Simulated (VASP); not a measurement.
## Se: single point with r2SCAN

The system is Se.

```
CELL_PARAMETERS angstrom
2.78694 0.00000 0.00000
0.00000 2.78694 0.00000
0.00000 0.00000 2.78694
ATOMIC_POSITIONS crystal
Se 0.00000 0.00000 0.00000
```

```yaml
Program: VASP 6.6.1
Task: single point
Functional: r2SCAN
Potentials_or_basis: VASP PAW PBE potentials, release 64 (Se)
Cutoff: 520 eV
k_mesh: 8 × 8 × 8
Occupations: fermi-dirac, width 0.1 eV
Spin: no spin polarisation
```

| Property | Result |
| --- | --- |
| Pressure | 3.0 GPa |
| Band gap on the k mesh | zero (band 3 reaches 8.16 eV, above the bottom of band 4 at 1.29 eV) |

Levels at points of the mesh, in eV from the Fermi level:
```tsv
k point	band 1	band 2	band 3	band 4	band 5	band 6
(0.00, 0.00, 0.00)	-17.25	1.43	1.43	1.43	8.03	8.03
(0.50, 0.00, 0.00)	-14.91	-7.73	3.04	3.04	10.29	12.75
(0.50, 0.50, 0.00)	-12.54	-5.67	-5.67	2.99	4.51	14.33
(0.50, 0.50, 0.50)	-10.05	-3.84	-3.84	-3.84	6.08	6.08
```

Wall time 15 s on 1 thread of Intel(R) Xeon(R) Platinum 8488C (Sapphire Rapids), on a shared host, peak memory 0.14 GiB.

Caveat: the PAW data sets were made with another functional, which shifts forces and pressure a little.
